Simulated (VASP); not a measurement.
Wanted: the native input for a VASP 6.6.1 run.

| Quantity | Value |
| --- | --- |
| Task | single point |
| Functional | PBE |
| Potentials or basis | VASP PAW PBE potentials, release 64 (Bi_d, H) |
| Cutoff | 520 eV |
| k mesh | 4 × 4 × 4 |
| Occupations | gaussian, width 0.1 eV |
| Spin | no spin polarisation |
| Dipole correction | no |
| Further INCAR settings | ALGO = Normal; EDIFF = 1e-07; NBANDS = 38 |

The structure of Bi3H8 lies in POSCAR:

```
Bi3H8
1.0
    5.0243249159      0.0000000000      0.0000000000
    0.0000000000      5.0243249159      0.0000000000
    0.0000000000      0.0000000000      9.0867647861
Bi H
3 8
Direct
    0.5000000000      0.0000000000      0.4825767390
    0.0000000000      0.5000000000      0.4825767390
    0.0000000000      0.0000000000      0.6932000565
    0.6974063285      0.1976700304      0.0643620607
    0.3025936715      0.8023299696      0.0643620607
    0.8023299696      0.6974063285      0.0643620607
    0.1976700304      0.3025936715      0.0643620607
    0.6974063285      0.8023299696      0.0643620607
    0.3025936715      0.1976700304      0.0643620607
    0.8023299696      0.3025936715      0.0643620607
    0.1976700304      0.6974063285      0.0643620607
```

The cell was built from a structure type or drawn by symmetry, and may not be a known phase.

These files were run (other wordings do the same):

INCAR

```
  PREC = Accurate
  ENCUT = 520
  EDIFF = 1E-7
  ISMEAR = 0
  SIGMA = 0.1
  LREAL = False
  LASPH = True
  NELM = 80
  ALGO = Normal
  ISIF = 2
  LWAVE = False
  LCHARG = False
  GGA = PE
  NBANDS = 38
```

KPOINTS

```
Automatic mesh
0
Gamma
  4 4 4
```

Potentials or basis: VASP PAW PBE potentials, release 64 (Bi_d, H).

Command:

```sh
$ cat potpaw_PBE.64/Bi_d/POTCAR potpaw_PBE.64/H/POTCAR > POTCAR
$ mpirun -np 1 vasp_std > vasp.out
```

It gave:

```yaml
Pressure: -0.1 GPa
Largest_force: 0.019 eV/Å
Band_gap_on_the_k_mesh: zero (an odd number of electrons rules out a gap without spin polarisation)
```

Caveat: spin-orbit coupling is left out, which moves the levels of the heavy elements.

It took 100 s on 1 thread of Intel(R) Xeon(R) 6975P-C (Granite Rapids), with other jobs on the host, peak memory 0.38 GiB.
